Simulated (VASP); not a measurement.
## TePb: single point with PBE

Crystal: TePb.

```
CELL_PARAMETERS angstrom
0.00000 3.39212 3.39212
3.39212 0.00000 3.39212
3.39212 3.39212 0.00000
ATOMIC_POSITIONS crystal
Te 0.50000 0.50000 0.50000
Pb 0.00000 0.00000 0.00000
```

This cell differs from its parent crystal: volume scaled by 1.10.

```
Program             : VASP 6.6.1
Task                : single point
Functional          : PBE
Potentials or basis : VASP PAW PBE potentials, release 64 (Te, Pb_d)
Cutoff              : 520 eV
k mesh              : 8 × 8 × 8
Occupations         : gaussian, width 0.02 eV
Spin                : no spin polarisation
```

The pressure is -3.0 GPa and the band gap on the k mesh is 0.97 eV, direct.

Levels at points of the mesh, in eV from the valence-band top:
```tsv
k point	band 6	band 7	band 8	band 9	band 10	band 11	band 12	band 13	band 14	band 15
(0.00, 0.00, 0.00)	-10.92	-5.94	-0.83	-0.83	-0.83	3.88	3.88	3.88	6.10	6.10
(0.50, 0.00, 0.00)	-9.84	-7.94	-0.46	-0.46	0.00	0.98	1.58	1.58	8.22	8.92
(0.50, 0.50, 0.00)	-9.71	-7.12	-3.43	-2.02	-2.02	3.88	4.95	4.95	5.90	9.79
```

It took 15 s on 1 thread of Intel(R) Xeon(R) 6975P-C (Granite Rapids) (shared host), peak memory 0.21 GiB.

Caveat: spin-orbit coupling is left out, which moves the levels of the heavy elements. A k mesh can miss the band edges.
